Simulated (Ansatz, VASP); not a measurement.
**MgO in VASP and in Ansatz**

```
CELL_PARAMETERS angstrom
0.00000 2.08035 2.08035
2.08035 0.00000 2.08035
2.08035 2.08035 0.00000
ATOMIC_POSITIONS crystal
Mg 0.00000 0.00000 0.00000
O 0.50000 0.50000 0.50000
```

Alike in both runs: functional LDA; k mesh 8 × 8 × 8; occupations gaussian, width 0.02 eV; no spin polarisation.

Ansatz relaxed the structure, and its values are those at the end. VASP's run is a single point on that final structure, the one shown.

|  | VASP | Ansatz |
| --- | --- | --- |
| version | VASP 6.6.1 | Ansatz 0.2.0 |
| potentials or method | VASP PAW LDA potentials, release 64 (Mg, O), cutoff 520 eV | scalar-relativistic, plane waves, PAW |
| valence electrons in the cell | 8 | 16 |

Ansatz gave:

```
gap on the k mesh at the Fermi level (eV) : 5.03
least direct gap on the mesh (eV)         : 5.03
pressure (GPa)                            : 0.0
```

Question: What did VASP give for the same quantities?

Answer: gap on the k mesh at the Fermi level (eV): 5.02; least direct gap on the mesh (eV): 5.02; pressure (GPa): -1.9.

Ansatz warns that its potentials were made for another functional, while VASP's fit it. LDA's correlation is that of Perdew and Zunger in VASP and of Perdew and Wang (1992) in Ansatz. VASP's potentials hold 8 valence electrons a cell and Ansatz's 16, so a difference there can come from the potentials and not from the codes.
